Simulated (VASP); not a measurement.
Here is a VASP 6.6.1 calculation.

Contents of INCAR:

```
SYSTEM = CaF2
  ALGO = Normal
  EDIFF = 1E-6
  ENCUT = 600
  GGA = PE
  GGA_COMPAT = .FALSE.
  ISIF = 2
  ISMEAR = -1
  LASPH = .TRUE.
  LCHARG = .FALSE.
  LREAL = .FALSE.
  LWAVE = .FALSE.
  NBANDS = 19
  NELM = 120
  PREC = Accurate
  SIGMA = 0.01
```

Contents of KPOINTS:

```
k-points
0
G
  9 9 9
  0 0 0
```

Contents of POSCAR:

```
CaF2
1.0
    0.0000000000      2.7559121057      2.7559121057
    2.7559121057      0.0000000000      2.7559121057
    2.7559121057      2.7559121057      0.0000000000
Ca F
1 2
Direct
    0.0000000000      0.0000000000      0.0000000000
    0.7500000000      0.7500000000      0.7500000000
    0.2500000000      0.2500000000      0.2500000000
```

Potentials or basis: VASP PAW PBE potentials, release 64 (Ca_sv, F).

Command:

```console
$ cat potpaw_PBE.64/Ca_sv/POTCAR potpaw_PBE.64/F/POTCAR > POTCAR
$ mpirun -np 1 vasp_std > vasp.out
```

Task: Estimate the pressure.

Result: 0.2 GPa.

Task: Estimate the band gap on the k mesh.

Result: 7.14 eV (least direct gap 7.37 eV).

Caveat: an odd mesh through Γ misses points on the zone boundary, where band edges can lie.
